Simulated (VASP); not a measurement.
Set up this calculation in VASP 6.6.1, as the native input.

```
Task                   : single point
Functional             : LDA
Potentials or basis    : VASP PAW LDA potentials, release 64 (Si)
Cutoff                 : 500 eV
k mesh                 : 10 × 10 × 10
Occupations            : gaussian, width 0.02 eV
Spin                   : no spin polarisation
Dipole correction      : no
Further INCAR settings : ALGO = Normal; EDIFF = 1e-06; NBANDS = 11
```

The structure of Si lies in POSCAR:

```
Si
1.0
    0.0000000000      2.7009244561      2.7009244561
    2.7009244561      0.0000000000      2.7009244561
    2.7009244561      2.7009244561      0.0000000000
Si
2
Direct
    0.0000000000      0.0000000000      0.0000000000
    0.2500000000      0.2500000000      0.2500000000
```

These files were run (other wordings do the same):

INCAR

```
ALGO     = Normal         # electronic algorithm
EDIFF    = 1E-6           # SCF threshold, eV
ENCUT    = 500            # plane-wave cutoff, eV
GGA_COMPAT= F            
ISIF     = 2              # what is computed and relaxed
ISMEAR   = 0              # smearing method
LASPH    = T              # aspherical terms in the spheres
LCHARG   = T              # write CHGCAR
LELF     = T              # ELF
LREAL    = F              # projectors in reciprocal space
LVHAR    = T            
LWAVE    = F              # write WAVECAR
NBANDS   = 11             # bands
NELM     = 120            # most SCF steps
PREC     = Accurate       # precision mode
SIGMA    = 0.02           # smearing width, eV
```

KPOINTS

```
k-points
0
Gamma
  10 10 10
```

Potentials or basis: VASP PAW LDA potentials, release 64 (Si).

The run is started by

```bash
$ cat potpaw_LDA.64/Si/POTCAR > POTCAR
$ mpirun -np 1 vasp_std > vasp.out
```

It gave:

```yaml
Pressure: 0.1 GPa
Band_gap_on_the_k_mesh: 0.45 eV (least direct gap 2.53 eV)
```

Caveat: semilocal functionals underestimate gaps, and a narrow one can read as zero.

Run time: 26 s on 1 thread of Intel Xeon 8259CL, with other jobs on the host, peak memory 0.14 GiB.
